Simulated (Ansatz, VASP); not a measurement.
## One calculation of ScSbSe3, two programs

File INCAR:

```
PREC = Accurate
ENCUT = 520
EDIFF = 1E-7
ISMEAR = 0
SIGMA = 0.1
LREAL = F
LASPH = T
NELM = 60
ALGO = Normal
ISIF = 2
LWAVE = F
LCHARG = T
GGA = PE
LELF = T
LVHAR = T
NBANDS = 25
```

The input KPOINTS:

```
regular mesh
0
Gamma
  6 6 4
```

The input POSCAR:

```
ScSbSe3
1.0
    5.0382654000      0.0000000000      0.0000000000
   -2.5191327000      4.3632658300      0.0000000000
    0.0000000000      0.0000000000      6.1753980700
Sc Sb Se
1 1 3
Direct
    0.0000000000      0.0000000000      0.5000000000
    0.3333333300      0.6666666700      0.5000000000
    0.6666666700      0.3333333300      0.1839174100
    0.6666666700      0.3333333300      0.8160825900
    0.0000000000      0.0000000000      0.0000000000
```

Input for Ansatz:

```yaml
crystal:
  lattice:
    - [5.0382654, 0.0, 0.0]
    - [-2.5191327, 4.36326583, 0.0]
    - [0.0, 0.0, 6.17539807]
  atoms:
    - { symbol: Sc, position: [0.0, 0.0, 0.5] }
    - { symbol: Sb, position: [0.33333333, 0.66666667, 0.5] }
    - { symbol: Se, position: [0.66666667, 0.33333333, 0.18391741] }
    - { symbol: Se, position: [0.66666667, 0.33333333, 0.81608259] }
    - { symbol: Se, position: [0.0, 0.0, 0.0] }
basis:
  ecutwfc: 420
kpoints:
  mp_grid: { grid: [6, 6, 4] }
hamiltonian:
  xc: pbe
scf:
  occupations: { method: gaussian, width: 0.1 }
  lower_state_search: "off"
output:
  forces: true
  stress: true
  eigenvalues: true
```

Alike in both runs: task single point; functional PBE; k mesh 6 × 6 × 4; occupations gaussian, width 0.1 eV; no spin polarisation.

|  | VASP | Ansatz |
| --- | --- | --- |
| version | VASP 6.6.1 | Ansatz 0.2.0 |
| potentials or method | VASP PAW PBE potentials, release 64 (Sc_sv, Sb, Se), cutoff 520 eV | scalar-relativistic, plane waves, PAW |
| valence electrons in the cell | 34 | 74 |

|  | VASP | Ansatz | Ansatz less VASP |
| --- | --- | --- | --- |
| gap on the k mesh at the Fermi level (eV) | none | none | - |
| pressure (GPa) | -0.8 | -0.8 | -0.06 |
| traceless stress, the component that is largest in VASP (GPa) | -1.80 | -1.86 | -0.059 |
| rms of the force components (eV/Å) | 0.729 | 0.712 | -0.0165 |

Atom by atom the forces differ by 0.017 eV/Å (rms over components). A gap of «none» marks a metal or a gap that the smearing closes. VASP's potentials hold 34 valence electrons a cell and Ansatz's 74, so a difference there can come from the potentials and not from the codes.

Spin-orbit coupling is off throughout.
